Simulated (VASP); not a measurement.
InTe4:

```
In Te
1.0
     4.38198    0.00000    0.00000
     0.00000    4.38198    0.00000
     0.00000    0.00000    8.85319
In Te
1 4
Direct
  0.50000 0.50000 0.50000
  0.50000 0.50000 0.86719
  0.50000 0.50000 0.13281
  0.00000 0.00000 0.15031
  0.00000 0.00000 0.84969
```

The cell was generated, and may not be a known phase.

* Program: VASP 6.6.1
* Task: relaxation of cell and atoms
* Functional: PBE
* Potentials or basis: VASP PAW PBE potentials, release 64 (In_d, Te)
* Cutoff: 600 eV
* k mesh: 4 × 4 × 2
* Occupations: gaussian, width 0.1 eV
* Spin: no spin polarisation

At the start: pressure 12.4 GPa; volume 34.00 Å³/atom.

Problem. Where does the relaxation end?

Solution. Over 25 steps the energy falls by 645.4 meV/atom and the volume is 36.47 Å³/atom (+7.3 %); space group P4/mmm (No. 123, to 0.1 Å) before and after.

The path:
```tsv
step	energy change (eV)	largest force (eV/Å)	pressure (GPa)	volume (Å³)
1	0.0000	7.5117	12.38	170.00
2	-1.9605	0.4696	-4.06	241.84
3	-2.5073	0.2895	-1.46	205.64
4	-2.5247	0.2883	-1.15	203.49
5	-2.5351	0.5549	0.00	197.23
6	-2.5396	0.4065	-0.43	199.37
7	-2.5393	0.4457	-0.31	198.75
8	-2.5879	0.4038	-0.22	196.88
9	-2.6539	0.6642	0.21	191.59
10	-2.6823	0.5869	0.14	191.00
11	-2.7231	0.4161	0.05	189.23
12	-2.7250	0.4299	0.05	188.86
13	-2.7503	0.4890	-0.06	188.97
14	-2.8377	0.6606	-0.41	189.24
15	-2.9292	0.5586	-0.75	189.65
16	-2.9513	0.6204	-0.47	188.00
17	-2.9748	0.7486	0.29	184.44
18	-3.0175	0.6914	0.33	183.94
19	-3.1257	0.4264	0.44	182.47
20	-3.1966	0.1239	0.97	179.56
21	-3.1970	0.2024	-0.87	186.84
22	-3.2213	0.1554	-0.05	183.13
23	-3.2249	0.1078	0.01	182.46
24	-3.2266	0.0427	0.09	181.64
25	-3.2270	0.0188	-0.06	182.37
```

Final structure:
```
In Te
1.0
     4.40537    0.00000    0.00000
     0.00000    4.40537    0.00000
     0.00000    0.00000    9.39712
In Te
1 4
Direct
  0.50000 0.50000 0.50000
  0.50000 0.50000 0.82098
  0.50000 0.50000 0.17902
  0.00000 0.00000 0.22352
  0.00000 0.00000 0.77648
```

Caveat: the highest band is partly filled, so the run has too few bands.
